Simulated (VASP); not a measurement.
Wanted: the native input for a VASP 6.6.1 run.

```
Task                   : single point
Functional             : LDA
Potentials or basis    : VASP PAW LDA potentials, release 64 (Sb)
Cutoff                 : 520 eV
k mesh                 : 16 × 16 × 16
Occupations            : fermi-dirac, width 0.08 eV
Spin                   : no spin polarisation
Dipole correction      : no
Further INCAR settings : ALGO = Normal; EDIFF = 1e-06; NBANDS = 8
```

The structure of Sb lies in POSCAR:

```
Sb
1.0
   -1.6532603971      1.6532603971      1.6532603971
    1.6532603971     -1.6532603971      1.6532603971
    1.6532603971      1.6532603971     -1.6532603971
Sb
1
Direct
    0.0000000000      0.0000000000      0.0000000000
```

The input as run:

INCAR

```
SYSTEM = Sb
PREC     = Accurate       ! precision mode
ENCUT    = 520            ! plane-wave cutoff, eV
EDIFF    = 1E-6           ! SCF threshold, eV
ISMEAR   = -1             ! smearing method
SIGMA    = 0.08           ! smearing width, eV
LREAL    = .False.        ! projectors in reciprocal space
LASPH    = .True.         ! aspherical terms in the spheres
NELM     = 60             ! most SCF steps
ALGO     = Normal         ! electronic algorithm
ISIF     = 2              ! what is computed and relaxed
LWAVE    = .False.        ! write WAVECAR
LCHARG   = .False.        ! write CHGCAR
GGA      = CA             ! functional
NBANDS   = 8              ! bands
```

KPOINTS

```
Automatic mesh
0
Gamma
  16 16 16
  0 0 0
```

Potentials or basis: VASP PAW LDA potentials, release 64 (Sb).

Run with:

```sh
$ cat potpaw_LDA.64/Sb/POTCAR > POTCAR
$ mpirun -np 1 vasp_std > vasp.out
```

Results of the run:

```
Pressure : 55.7 GPa
```

Wall time 18 s on 1 thread of Intel Xeon 8259CL (shared host), peak memory 0.14 GiB.
